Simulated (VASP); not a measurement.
# MgO in VASP: further runs, part 2 of 2

VASP 6.6.1. The steps go on from the part before.

### Step 3. Single point, LDA (atom 1 (Mg) moved by +0.000 Å along [1 1 0] and -0.104 Å along [0 0 1])

The input, INCAR:

```
SYSTEM = MgO
PREC = Accurate ; ENCUT = 520
EDIFF = 1E-7 ; ISMEAR = 0
SIGMA = 0.05 ; LREAL = .FALSE.
LASPH = .TRUE. ; NELM = 80
ALGO = Normal ; ISIF = 2
LWAVE = .FALSE. ; LCHARG = .FALSE.
NBANDS = 26
```

The input, KPOINTS:

```
regular mesh
0
G
  6 6 6
  0 0 0
```

The input, POSCAR:

```
MgO
1.0
    4.1607146133      0.0000000000      0.0000000000
    0.0000000000     -4.1607146133      0.0000000000
    0.0000000000      0.0000000000     -4.1607146133
Mg O
4 4
Direct
    0.0000000000      1.0000000000      1.0249957062
    0.5000000000      0.5000000000      1.0000000000
    0.5000000000      1.0000000000      0.5000000000
    0.0000000000      0.5000000000      0.5000000000
    0.5000000000      0.0000000000      0.0000000000
    0.0000000000      0.5000000000      0.0000000000
    0.0000000000      0.0000000000      0.5000000000
    0.5000000000      0.5000000000      0.5000000000
```

Potentials or basis: VASP PAW LDA potentials, release 64 (Mg, O).

Command:

```sh
$ cat potpaw_LDA.64/Mg/POTCAR potpaw_LDA.64/O/POTCAR > POTCAR
$ mpirun -np 1 vasp_std > vasp.out
```

It took 38 s on 1 thread of Intel Xeon Platinum 8488C (Sapphire Rapids), shared host; peak memory 0.19 GiB.

Results (log left out):

```
Free energy            : -53.7193 eV
Pressure               : -1.5 GPa
Largest force          : 1.162 eV/Å
Band gap on the k mesh : 5.02 eV
```

Forces on the atoms (eV/Å):
```
Mg   0.000  0.000  1.162
Mg   0.000  0.000  0.086
Mg   0.000  0.000 -0.284
Mg   0.000  0.000 -0.284
O    0.000  0.000 -0.161
O    0.000  0.000 -0.161
O    0.000  0.000 -0.388
O    0.000  0.000  0.028
```

Stress tensor (GPa, compression positive):
```
-1.86  0.00  0.00
 0.00 -1.86  0.00
 0.00  0.00 -0.82
```

Levels at points of the mesh, in eV from the valence-band top:
```csv
k point,band 12,band 13,band 14,band 15,band 16,band 17,band 18,band 19,band 20,band 21
"(0.00, 0.00, 0.00)",-1.42,-1.42,0.00,0.00,0.00,5.02,8.92,8.93,8.93,10.08
"(0.50, 0.00, 0.00)",-1.87,-0.79,-0.78,-0.78,-0.78,8.33,8.34,10.99,11.01,11.65
"(0.00, 0.00, 0.50)",-1.87,-0.80,-0.80,-0.77,-0.77,8.27,8.38,10.87,11.16,11.57
"(0.50, 0.50, 0.00)",-2.12,-0.72,-0.72,-0.70,-0.69,9.67,9.67,9.67,9.67,11.76
"(0.00, 0.50, 0.50)",-2.09,-0.71,-0.71,-0.70,-0.70,9.61,9.63,9.70,9.74,11.69
"(0.50, 0.50, 0.50)",-0.71,-0.71,-0.71,-0.70,-0.69,7.96,7.96,7.97,7.97,12.78
```

Caveat: the cell differs from its parent crystal (atom 1 (Mg) moved by +0.000 Å along [1 1 0] and -0.104 Å along [0 0 1]); forces of over 1 eV/Å act on the atoms, so gaps and moduli don't describe the material at rest.

### Step 4. Single point, LDA (atom 1 (Mg) moved by -0.104 Å along [1 1 0] and +0.000 Å along [0 0 1])

The input, INCAR:

```
  PREC = Accurate
  ENCUT = 520
  EDIFF = 1E-6
  ISMEAR = 0
  SIGMA = 0.05
  LREAL = F
  LASPH = T
  NELM = 60
  ALGO = Normal
  ISIF = 2
  LWAVE = F
  LCHARG = F
  GGA = CA
  NBANDS = 26
```

The input, KPOINTS:

```
Automatic mesh
0
Gamma
  6 6 6
```

POSCAR: that of step 3 with these lines changed.

```diff
@@ -8,3 +8,3 @@
 Direct
-    0.0000000000      1.0000000000      1.0249957062
+   -0.0176746333      1.0176746333      1.0000000000
     0.5000000000      0.5000000000      1.0000000000
```

Potentials or basis: VASP PAW LDA potentials, release 64 (Mg, O).

Command:

```sh
$ cat potpaw_LDA.64/Mg/POTCAR potpaw_LDA.64/O/POTCAR > POTCAR
$ mpirun -np 1 vasp_std > vasp.out
```

OUTCAR:

```text
PREC = Accurate
   ENCUT = 520
   EDIFF = 1E-6
   ISMEAR = 0
   LREAL = F
   LASPH = T
   NELM = 60
   ISIF = 2
   GGA = CA

 ion  position               nearest neighbor table
   1  0.982  0.018  0.000-   5 2.01   6 2.01   7 2.08   7 2.08   5 2.16   6 2.16   2 2.84   3 2.89
                             4 2.89   4 2.89   3 2.89   2 2.94   2 2.94   3 3.00   4 3.00   3 3.00
   2  0.500  0.500  0.000-   5 2.08   6 2.08   8 2.08   8 2.08   5 2.08   6 2.08   1 2.84   4 2.94
                             4 2.94   3 2.94   3 2.94   3 2.94   4 2.94   3 2.94   4 2.94   1 2.94
   3  0.500  0.000  0.500-   5 2.08   7 2.08   8 2.08   5 2.08   8 2.08   7 2.08   1 2.89   1 2.89
                             2 2.94   2 2.94   4 2.94   4 2.94   2 2.94   4 2.94   2 2.94   4 2.94
   4  0.000  0.500  0.500-   6 2.08   7 2.08   8 2.08   6 2.08   7 2.08   8 2.08   1 2.89   1 2.89
[... 916 lines left out ...]
 VOLUME and BASIS-vectors are now :
 -----------------------------------------------------------------------------
  energy-cutoff  :      520.00
  volume of cell :       72.03
      direct lattice vectors                 reciprocal lattice vectors
     4.160714613  0.000000000  0.000000000     0.240343329  0.000000000  0.000000000
     0.000000000 -4.160714613  0.000000000     0.000000000 -0.240343329  0.000000000
     0.000000000  0.000000000 -4.160714613     0.000000000  0.000000000 -0.240343329

 POSITION                                       TOTAL-FORCE (eV/Angst)
 -----------------------------------------------------------------------------------
      4.08718     -0.07354      0.00000         0.795764      0.795764      0.000000
      2.08036     -2.08036      0.00000        -0.203219     -0.203219      0.000000
      2.08036      0.00000     -2.08036        -0.199902      0.061717      0.000000
      0.00000     -2.08036     -2.08036         0.061717     -0.199902      0.000000
      2.08036      0.00000      0.00000        -0.251983     -0.109450      0.000000
      0.00000     -2.08036      0.00000        -0.109450     -0.251983      0.000000
      0.00000      0.00000     -2.08036        -0.113170     -0.113170      0.000000
      2.08036     -2.08036     -2.08036         0.020242      0.020242      0.000000
 -----------------------------------------------------------------------------------
    total drift:                                0.000147      0.000147      0.000000

  FREE ENERGIE OF THE ION-ELECTRON SYSTEM (eV)
  ---------------------------------------------------
  free  energy   TOTEN  =       -53.7202483335 eV

  energy  without entropy=      -53.7202483335  energy(sigma->0) =      -53.72024833
```

OSZICAR:

```text
N       E                     dE             d eps       ncg     rms          rms(c)
DAV:   1     0.129575681586E+03    0.12958E+03   -0.16082E+04  2776   0.113E+03
DAV:   2    -0.516546340558E+02   -0.18123E+03   -0.17357E+03  3512   0.245E+02
DAV:   3    -0.600246770747E+02   -0.83700E+01   -0.83343E+01  3496   0.519E+01
DAV:   4    -0.600680816698E+02   -0.43405E-01   -0.43385E-01  3012   0.433E+00
DAV:   5    -0.600682560974E+02   -0.17443E-03   -0.17442E-03  3124   0.277E-01    0.142E+01
DAV:   6    -0.539535131610E+02    0.61147E+01   -0.19271E+01  2828   0.272E+01    0.433E+00
DAV:   7    -0.538186448336E+02    0.13487E+00   -0.33111E-01  2740   0.402E+00    0.263E+00
DAV:   8    -0.537236229341E+02    0.95022E-01   -0.13036E-01  2858   0.315E+00    0.556E-01
DAV:   9    -0.537204808489E+02    0.31421E-02   -0.54923E-03  3334   0.540E-01    0.191E-01
DAV:  10    -0.537202531973E+02    0.22765E-03   -0.64997E-04  2994   0.173E-01    0.241E-02
DAV:  11    -0.537202488312E+02    0.43661E-05   -0.29708E-05  3268   0.371E-02    0.832E-03
DAV:  12    -0.537202483335E+02    0.49767E-06   -0.69462E-07  1686   0.729E-03
   1 F= -.53720248E+02 E0= -.53720248E+02  d E =-.150059E-11
```

stdout:

```text
POSCAR found type information on POSCAR MgO
 POSCAR found :  2 types and       8 ions
 scaLAPACK will be used
 LDA part: xc-table for (Slater(with rela. corr.)+CA(PZ))
 , standard interpolation
 POSCAR, INCAR and KPOINTS ok, starting setup
 FFT: planning ... GRIDC
 FFT: planning ... GRID_SOFT
 FFT: planning ... GRID
 WAVECAR not read
 entering main loop
```

Wall time 47 s (1 thread of Intel Xeon Platinum 8488C (Sapphire Rapids), shared host); peak memory 0.2 GiB.

What came out:

- Free energy: -53.7202 eV
- Pressure: -1.5 GPa
- Largest force: 1.125 eV/Å
- Band gap on the k mesh: 5.02 eV

Forces on the atoms (eV/Å):
```
Mg   0.796  0.796  0.000
Mg  -0.203 -0.203  0.000
Mg  -0.200  0.062  0.000
Mg   0.062 -0.200  0.000
O   -0.252 -0.109  0.000
O   -0.109 -0.252  0.000
O   -0.113 -0.113  0.000
O    0.020  0.020  0.000
```

Stress tensor (GPa, compression positive):
```
-1.34 -0.02  0.00
-0.02 -1.34  0.00
 0.00  0.00 -1.86
```

Caveat: the cell differs from its parent crystal (atom 1 (Mg) moved by -0.104 Å along [1 1 0] and +0.000 Å along [0 0 1]); forces of over 1 eV/Å act on the atoms, so gaps and moduli don't describe the material at rest.

### Step 5. Comparison with measurements

Step 2. Against the measured gap of MgO, 7.83 eV (quoted in “Electronic structure of alkaline earth and post-transition metal oxides”, 2009, arxiv:0908.1581), the calculated 5.02 eV is off by -2.81 eV. The value is that of LDA, without temperature or zero-point motion. Semilocal functionals fall short of measured gaps as a rule.
